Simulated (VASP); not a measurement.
# TiN (rocksalt type) (Fm-3m) in VASP: notebook

TiN (rocksalt type) is run at these levels: r2SCAN; tasks: single point.

Everything below comes from runs of VASP 6.6.1. Logs are shortened: lines on timing, memory, paths and dates and some standing lists are left out, and cuts for length are marked.

**1. The cell of the first run**

It takes space group Fm-3m (No. 225, cubic). Conventional cell: a = 3.468 Å, b = 3.468 Å, c = 3.468 Å, α = 90.00°, β = 90.00°, γ = 90.00°. Within 2.3 Å of Ti (site symmetry m-3m) lie 6 N at 1.73 Å. Within 2.3 Å of N (site symmetry m-3m) lie 6 Ti at 1.73 Å.

**2. Single point, r2SCAN (volume scaled by 0.55)**

POSCAR reads:

```
TiN
1.0
    0.0000000000      1.7341508813      1.7341508813
    1.7341508813      0.0000000000      1.7341508813
    1.7341508813      1.7341508813      0.0000000000
Ti N
1 1
Direct
    0.0000000000      0.0000000000      0.0000000000
    0.5000000000      0.5000000000      0.5000000000
```

INCAR.step1 reads:

```
SYSTEM = TiN
PREC = Accurate ; ENCUT = 520
ISMEAR = -1 ; SIGMA = 0.1
LREAL = .FALSE. ; LASPH = .TRUE.
NELM = 60 ; NBANDS = 16
GGA = PE ; ALGO = Normal
EDIFF = 1E-4 ; LWAVE = .TRUE.
LCHARG = .FALSE.
```

INCAR.step2 reads:

```
SYSTEM = TiN
PREC = Accurate ; ENCUT = 520
EDIFF = 1E-6 ; ISMEAR = -1
SIGMA = 0.1 ; LREAL = .FALSE.
LASPH = .TRUE. ; NELM = 60
ALGO = Normal ; ISIF = 2
LWAVE = .FALSE. ; LCHARG = .TRUE.
METAGGA = R2SCAN ; LMIXTAU = .TRUE.
LELF = .TRUE. ; LVHAR = .TRUE.
NBANDS = 16 ; ISTART = 1
```

KPOINTS reads:

```
regular mesh
0
G
  17 17 17
  0 0 0
```

Potentials or basis: VASP PAW PBE potentials, release 64 (Ti_sv, N).

On the command line:

```
$ cat potpaw_PBE.64/Ti_sv/POTCAR potpaw_PBE.64/N/POTCAR > POTCAR
$ cp INCAR.step1 INCAR
$ mpirun -np 1 vasp_std > vasp.out
$ cp INCAR.step2 INCAR
$ mpirun -np 1 vasp_std > vasp.out
```

OUTCAR:

```text
SYSTEM = TiN
   PREC = Accurate
   ENCUT = 520
   EDIFF = 1E-6
   ISMEAR = -1
   LREAL = .FALSE.
   LASPH = .TRUE.
   NELM = 60
   ISIF = 2
   METAGGA = R2SCAN
   ISTART = 1

 ion  position               nearest neighbor table
   1  0.000  0.000  0.000-   2 1.73   2 1.73   2 1.73   2 1.73   2 1.73   2 1.73
   2  0.500  0.500  0.500-   1 1.73   1 1.73   1 1.73   1 1.73   1 1.73   1 1.73

  LATTYP: Found a face centered cubic cell.
 ALAT       =     3.4683017626

  Lattice vectors:

 A1 = (   0.0000000000,   1.7341508813,   1.7341508813)
 A2 = (   1.7341508813,   0.0000000000,   1.7341508813)
 A3 = (   1.7341508813,   1.7341508813,   0.0000000000)

Analysis of symmetry for initial positions (statically):
=====================================================================
 Subroutine PRICEL returns:
 Original cell was already a primitive cell.

 Routine SETGRP: Setting up the symmetry group for a
 face centered cubic supercell.

 Subroutine GETGRP returns: Found 48 space group operations
 (whereof 48 operations were pure point group operations)
 out of a pool of 48 trial point group operations.

The static configuration has the point symmetry O_h .

Analysis of symmetry for dynamics (positions and initial velocities):
=====================================================================
 Subroutine PRICEL returns:
 Original cell was already a primitive cell.

 Routine SETGRP: Setting up the symmetry group for a
 face centered cubic supercell.

 Subroutine GETGRP returns: Found 48 space group operations
 (whereof 48 operations were pure point group operations)
 out of a pool of 48 trial point group operations.

The dynamic configuration has the point symmetry O_h .

 Subroutine INISYM returns: Found 48 space group operations
 (whereof 48 operations are pure point group operations),
 and found     1 'primitive' translations

----------------------------------------------------------------------------------------

                                     Primitive cell

  volume of cell :      10.4302

  direct lattice vectors                    reciprocal lattice vectors
     0.000000000  1.734150881  1.734150881    -0.288325546  0.288325546  0.288325546
     1.734150881  0.000000000  1.734150881     0.288325546 -0.288325546  0.288325546
     1.734150881  1.734150881  0.000000000     0.288325546  0.288325546 -0.288325546

  length of vectors
     2.452459696  2.452459696  2.452459696     0.499394495  0.499394495  0.499394495

  position of ions in fractional coordinates (direct lattice)
     0.000000000  0.000000000  0.000000000
     0.500000000  0.500000000  0.500000000

  ion indices of the primitive-cell ions
   primitive index   ion index
                 1           1
                 2           2

----------------------------------------------------------------------------------------

 KPOINTS: regular mesh

Automatic generation of k-mesh.
 Grid dimensions read from file:
 generate k-points for:   17   17   17

 Generating k-lattice:

  Cartesian coordinates                     Fractional coordinates (reciprocal lattice)
    -0.016960326  0.016960326  0.016960326     0.058823529  0.000000000  0.000000000
     0.016960326 -0.016960326  0.016960326     0.000000000  0.058823529  0.000000000
     0.016960326  0.016960326 -0.016960326     0.000000000  0.000000000  0.058823529

  Length of vectors
     0.029376147  0.029376147  0.029376147

  Shift w.r.t. Gamma in fractional coordinates (k-lattice)
     0.000000000  0.000000000  0.000000000

 Subroutine IBZKPT returns following result:
 ===========================================

 Found    165 irreducible k-points:

 Following reciprocal coordinates:
            Coordinates               Weight
  0.000000  0.000000  0.000000      1.000000
  0.058824  0.000000  0.000000      8.000000
  0.117647  0.000000  0.000000      8.000000
  0.176471  0.000000  0.000000      8.000000
  0.235294  0.000000  0.000000      8.000000
  0.294118  0.000000  0.000000      8.000000
[... 16 lines left out ...]
 -0.176471  0.058824  0.000000     24.000000
 -0.117647  0.058824  0.000000     24.000000
 [... further k-points ...]
   k-points           NKPTS =    165   k-points in BZ     NKDIM =    165   number of bands    NBANDS=     16
   number of dos      NEDOS =    301   number of ions     NIONS =      2
   total plane-waves  NPLWV =   5832
   dimension x,y,z NGX =    18 NGY =   18 NGZ =   18
   dimension x,y,z NGXF=    36 NGYF=   36 NGZF=   36
   ions per type =               1   1
   NGX,Y,Z   is equivalent  to a cutoff of  12.20, 12.20, 12.20 a.u.
   NGXF,Y,Z  is equivalent  to a cutoff of  24.40, 24.40, 24.40 a.u.
 SYSTEM =  TiN
   PREC   = accura    normal or accurate (medium, high low for compatibility)
   ISTART =      1    job   : 0-new  1-cont  2-samecut
   ICHARG =      0    charge: 1-file 2-atom 10-const
   ISPIN  =      1    spin polarized calculation?
   LNONCOLLINEAR =      F non collinear calculations
   LSORBIT =      F    spin-orbit coupling
   LASPH  =      T    aspherical Exc in radial PAW
   ENCUT  =  520.0 eV  38.22 Ry    6.18 a.u.   4.56  4.56  4.56*2*pi/ulx,y,z
   NELM   =     60;   NELMIN=  2; NELMDL=  0     # of ELM steps
   EDIFF  = 0.1E-05   stopping-criterion for ELM
   LREAL  =      F    real-space projection
   EDIFFG = 0.1E-04   stopping-criterion for IOM
   NSW    =      0    number of steps for IOM
   IBRION =     -1    ionic relax: 0-MD 1-quasi-New 2-CG
   NFREE  =      0    steps in history (QN), initial steepest desc. (CG)
   ISIF   =      2    stress and relaxation
   ISYM   =      2    0-nonsym 1-usesym 2-fastsym
   POTIM  = 0.5000    time-step for ionic-motion
   TEBEG  =    0.0;   TEEND  =   0.0 temperature during run
   PSTRESS=    0.0 pullay stress
   NELECT =      17.0000    total number of electrons
   NUPDOWN=      -1.0000    fix difference up-down
   EMIN   =  10.00;   EMAX   =-10.00  energy-range for DOS
   EFERMI =   0.00;   METHOD = LEGACY
   ISMEAR =    -1;   SIGMA  =   0.10  broadening in eV -4-tet -1-fermi 0-gaus
   EFERMI_NEDOS =   21; number of points for ismear=-14 and -15
   IALGO  =     38    algorithm
   IMIX   =      4    mixing-type and parameters
     AMIX     =   0.40;   BMIX     =  1.00
     AMIX_MAG =   1.60;   BMIX_MAG =  1.00
  volume/ion in A,a.u.               =       5.22        35.19
  Fermi-wavevector in a.u.,A,eV,Ry     =   1.926612  3.640769 50.502564  3.711834
  Thomas-Fermi vector in A             =   2.959723
   LORBIT       =      0    0 simple, 1 ext, 2 COOP (PROOUT), +10 PAW based schemes
   METAGGA = R2SCAN    functional components
   LHFCALC =     F    Hartree Fock is set to
   AEXX    =    0.0000 exact exchange contribution
   IVDW    =     0    specifies the selected vdW correction
   LEPSILON=     F    determine dielectric tensor
   LRPA    =     F    only Hartree local field effects (RPA)
 non-spin polarized calculation
  energy-cutoff  :      520.00
  volume of cell :       10.43
 maximum number of plane-waves:       295
   NGX =  9   NGY =  9   NGZ =  9

 number of electron      16.9999991 magnetization

 Free energy of the ion-electron system (eV)
  ---------------------------------------------------
  ext. energy  EPLUGINS =         0.00000000
  ---------------------------------------------------
  free energy    TOTEN  =       -16.22600359 eV

  energy without entropy =      -16.21260240  energy(sigma->0) =      -16.21930300

 E-fermi :  21.5508     XC(G=0): -18.0489

 val. band max:       21.5188612345   @ k =  -0.4706   0.2941   0.1176
 cond. band min:      21.6164074653   @ k =  -0.1765   0.2941   0.1176
 fundamental gap:      0.0975462308
 Fermi energy:        21.5508218500

 k-point     1 :       0.0000    0.0000    0.0000
  band No.  band energies     occupation
      1     -38.7905      2.00000
      2     -12.0149      2.00000
      3     -12.0149      2.00000
      4     -12.0149      2.00000
      5       0.6564      2.00000
      6      18.7241      2.00000
[... 8 lines left out ...]
     15      37.4306      0.00000
     16      53.6974      0.00000

 k-point     2 :       0.0588    0.0000    0.0000
  band No.  band energies     occupation
      1     -38.7557      2.00000
      2     -12.2165      2.00000
      3     -12.0237      2.00000
      4     -12.0237      2.00000
      5       0.8799      2.00000
      6      17.8981      2.00000
[... 8 lines left out ...]
     15      37.7768      0.00000
     16      53.4075      0.00000

 k-point     3 :       0.1176    0.0000    0.0000
  band No.  band energies     occupation
      1     -38.6550      2.00000
      2     -12.7657      2.00000
      3     -12.0486      2.00000
      4     -12.0486      2.00000
      5       1.4957      2.00000
      6      16.5360      2.00000
[... 8 lines left out ...]
     15      38.7260      0.00000
     16      52.7465      0.00000

 k-point     4 :       0.1765    0.0000    0.0000
  band No.  band energies     occupation
      1     -38.4989      2.00000
      2     -13.5352      2.00000
      3     -12.0859      2.00000
      4     -12.0858      2.00000
      5       2.3770      2.00000
      6      15.0836      2.00000
[... 8 lines left out ...]
     15      40.0730      0.00000
     16      51.4840      0.00000

 k-point     5 :       0.2353    0.0000    0.0000
  band No.  band energies     occupation
      1     -38.3046      2.00000
      2     -14.3886      2.00000
      3     -12.1297      2.00000
      4     -12.1297      2.00000
      5       3.3952      2.00000
      6      13.6554      2.00000
[... 8 lines left out ...]
     15      41.6334      0.00000
     16      49.7667      0.00000

 k-point     6 :       0.2941    0.0000    0.0000
  band No.  band energies     occupation
      1     -38.0958      2.00000
      2     -15.2111      2.00000
      3     -12.1741      2.00000
      4     -12.1741      2.00000
      5       4.4520      2.00000
      6      12.3110      2.00000
[... 8 lines left out ...]
     15      43.2919      0.00000
     16      47.8309      0.00000

 k-point     7 :       0.3529    0.0000    0.0000
  band No.  band energies     occupation
      1     -37.9010      2.00000
      2     -15.9118      2.00000
      3     -12.2130      2.00000
      4     -12.2130      2.00000
      5       5.4843      2.00000
      6      11.0814      2.00000
[... 8 lines left out ...]
     15      44.9143      0.00000
     16      45.9646      0.00000

 k-point     8 :       0.4118    0.0000    0.0000
  band No.  band energies     occupation
      1     -37.7495      2.00000
      2     -16.4206      2.00000
      3     -12.2417      2.00000
      4     -12.2417      2.00000
      5       6.4486      2.00000
      6       9.9911      2.00000
[... 8 lines left out ...]
     15      44.4563      0.00000
     16      44.4563      0.00000

 k-point     9 :       0.4706    0.0000    0.0000
  band No.  band energies     occupation
      1     -37.6664      2.00000
      2     -16.6879      2.00000
      3     -12.2568      2.00000
      4     -12.2568      2.00000
      5       7.2270      2.00000
      6       9.1507      2.00000
[... 8 lines left out ...]
     15      43.5931      0.00000
     16      43.5931      0.00000
[... 172 lines left out ...]
 k-point    19 :      -0.4118    0.0588    0.0000
  band No.  band energies     occupation
      1     -37.6965      2.00000
      2     -16.4873      2.00000
      3     -12.4144      2.00000
      4     -12.2362      2.00000
      5       6.5390      2.00000
      6       9.6414      2.00000
[... 8 lines left out ...]
     15      43.6836      0.00000
     16      44.6369      0.00000

 k-point    20 :      -0.3529    0.0588    0.0000
  band No.  band energies     occupation
      1     -37.8257      2.00000
      2     -16.0648      2.00000
      3     -12.4166      2.00000
      4     -12.1787      2.00000
      5       5.7507      2.00000
      6      10.5004      2.00000
[... 8 lines left out ...]
     15      44.2287      0.00000
     16      46.1160      0.00000

 k-point    21 :      -0.2941    0.0588    0.0000
  band No.  band energies     occupation
      1     -38.0067      2.00000
      2     -15.4381      2.00000
      3     -12.3946      2.00000
      4     -12.1191      2.00000
      5       4.8183      2.00000
      6      11.5674      2.00000
[... 8 lines left out ...]
     15      43.5534      0.00000
     16      46.8062      0.00000

 k-point    22 :      -0.2353    0.0588    0.0000
  band No.  band energies     occupation
      1     -38.2114      2.00000
      2     -14.6708      2.00000
      3     -12.3499      2.00000
      4     -12.0651      2.00000
      5       3.8202      2.00000
      6      12.7885      2.00000
[... 8 lines left out ...]
     15      42.1281      0.00000
     16      48.3441      0.00000

 k-point    23 :      -0.1765    0.0588    0.0000
  band No.  band energies     occupation
      1     -38.4108      2.00000
      2     -13.8468      2.00000
      3     -12.2869      2.00000
      4     -12.0239      2.00000
      5       2.8234      2.00000
      6      14.1310      2.00000
[... 8 lines left out ...]
     15      40.6666      0.00000
     16      49.9226      0.00000

 k-point    24 :      -0.1176    0.0588    0.0000
  band No.  band energies     occupation
      1     -38.5799      2.00000
      2     -13.0740      2.00000
      3     -12.2102      2.00000
      4     -12.0015      2.00000
      5       1.9197      2.00000
      6      15.5394      2.00000
[... 8 lines left out ...]
     15      39.3448      0.00000
     16      51.3354      0.00000

 [... further k-points ...]
[... 5 lines left out ...]
  --------------------------------------------------------------------------------------
  -------------------------------------------------------------------------------------
  Total       39.0908503     39.0908503     39.0908503      0.0000000      0.0000000      0.0000000
  in kB     6004.7517956   6004.7517956   6004.7517956      0.0000000      0.0000000      0.0000000
  external PRESSURE =    6004.7517956 kB  Pullay stress =       0.0000000 kB

 VOLUME and BASIS-vectors are now :
 -----------------------------------------------------------------------------
  energy-cutoff  :      520.00
  volume of cell :       10.43
      direct lattice vectors                 reciprocal lattice vectors
     0.000000000  1.734150881  1.734150881    -0.288325546  0.288325546  0.288325546
     1.734150881  0.000000000  1.734150881     0.288325546 -0.288325546  0.288325546
     1.734150881  1.734150881  0.000000000     0.288325546  0.288325546 -0.288325546

 POSITION                                       TOTAL-FORCE (eV/Angst)
 -----------------------------------------------------------------------------------
      0.00000      0.00000      0.00000        -0.000000     -0.000000      0.000000
      1.73415      1.73415      1.73415         0.000000      0.000000     -0.000000
 -----------------------------------------------------------------------------------
    total drift:                               -0.000000      0.000000      0.000000

  FREE ENERGIE OF THE ION-ELECTRON SYSTEM (eV)
  ---------------------------------------------------
  free  energy   TOTEN  =       -16.2260035922 eV

  energy  without entropy=      -16.2126024020  energy(sigma->0) =      -16.21930300
```

Run time: 2 min. Hardware: 1 thread of Intel Xeon Platinum 8259CL at 2.50GHz (Skylake/Cascade Lake), shared host; peak memory 0.14 GiB.

The run converged, but its numbers aren't listed here, since they failed a check.

Caveat: the PAW data sets were made with another functional, which shifts forces and pressure a little.

**3. Single point, r2SCAN (volume scaled by 0.64)**

POSCAR reads:

```
TiN
1.0
    0.0000000000      1.8240047954      1.8240047954
    1.8240047954      0.0000000000      1.8240047954
    1.8240047954      1.8240047954      0.0000000000
Ti N
1 1
Direct
    0.0000000000      0.0000000000      0.0000000000
    0.5000000000      0.5000000000      0.5000000000
```

INCAR.step1: that of step 2 with these lines changed.

```diff
@@ -4,3 +4,3 @@
 LREAL = .FALSE. ; LASPH = .TRUE.
-NELM = 60 ; NBANDS = 16
+NELM = 100 ; NBANDS = 16
 GGA = PE ; ALGO = Normal
```

INCAR.step2 reads:

```
SYSTEM = TiN
PREC = Accurate ; ENCUT = 520
EDIFF = 1E-6 ; ISMEAR = -1
SIGMA = 0.1 ; LREAL = .FALSE.
LASPH = .TRUE. ; NELM = 100
ALGO = Normal ; ISIF = 2
LWAVE = .FALSE. ; LCHARG = .FALSE.
METAGGA = R2SCAN ; LMIXTAU = .TRUE.
NBANDS = 16 ; ISTART = 1
```

KPOINTS reads:

```
Automatic mesh
0
G
  17 17 17
  0 0 0
```

Potentials or basis: VASP PAW PBE potentials, release 64 (Ti_sv, N).

On the command line:

```
$ cat potpaw_PBE.64/Ti_sv/POTCAR potpaw_PBE.64/N/POTCAR > POTCAR
$ cp INCAR.step1 INCAR
$ mpirun -np 1 vasp_std > vasp.out
$ cp INCAR.step2 INCAR
$ mpirun -np 1 vasp_std > vasp.out
```

Wall time 2.3 min (1 thread of Intel Xeon Platinum 8259CL at 2.50GHz (Skylake/Cascade Lake), shared host); peak memory 0.15 GiB.

Results (log left out):

| Property | Result |
| --- | --- |
| Free energy | -21.0817 eV |
| Pressure | 334.6 GPa |

Levels at points of the mesh, in eV from the Fermi level:
```
           k point  band 6  band 7  band 8  band 9  band 10  band 11  band 12  band 13
(0.00, 0.00, 0.00)   -2.81   -2.81   -2.81   -1.22    -1.22    -1.22     1.08     1.08
```

Caveat: the PAW data sets were made with another functional, which shifts forces and pressure a little.

**4. Single point, r2SCAN (volume scaled by 0.72)**

POSCAR reads:

```
TiN
1.0
    0.0000000000      1.8970414341      1.8970414341
    1.8970414341      0.0000000000      1.8970414341
    1.8970414341      1.8970414341      0.0000000000
Ti N
1 1
Direct
    0.0000000000      0.0000000000      0.0000000000
    0.5000000000      0.5000000000      0.5000000000
```

INCAR.step1 reads:

```
ALGO = Normal
EDIFF = 1E-4
ENCUT = 520
GGA = PE
ISMEAR = -1
LASPH = T
LCHARG = F
LREAL = F
LWAVE = T
NBANDS = 16
NELM = 80
PREC = Accurate
SIGMA = 0.1
```

INCAR.step2 reads:

```
ALGO = Normal
EDIFF = 1E-6
ENCUT = 520
ISIF = 2
ISMEAR = -1
ISTART = 1
LASPH = T
LCHARG = F
LMIXTAU = T
LREAL = F
LWAVE = F
METAGGA = R2SCAN
NBANDS = 16
NELM = 80
PREC = Accurate
SIGMA = 0.1
```

KPOINTS reads:

```
k-points
0
Gamma
  17 17 17
```

On the command line:

```
$ cat potpaw_PBE.64/Ti_sv/POTCAR potpaw_PBE.64/N/POTCAR > POTCAR
$ cp INCAR.step1 INCAR
$ mpirun -np 1 vasp_std > vasp.out
$ cp INCAR.step2 INCAR
$ mpirun -np 1 vasp_std > vasp.out
```

It took 2.8 min on 1 thread of Intel Xeon Platinum 8259CL at 2.50GHz (Skylake/Cascade Lake), shared host; peak memory 0.16 GiB.

It converged, with:

```
Free energy : -23.5427 eV
Pressure    : 195.0 GPa
```

Levels at points of the mesh, in eV from the Fermi level:
| k point | band 6 | band 7 | band 8 | band 9 | band 10 | band 11 | band 12 | band 13 |
| --- | --- | --- | --- | --- | --- | --- | --- | --- |
| (0.00, 0.00, 0.00) | -2.76 | -2.76 | -2.76 | -1.02 | -1.02 | -1.02 | 0.93 | 0.93 |

Caveat: the PAW data sets were made with another functional, which shifts forces and pressure a little.
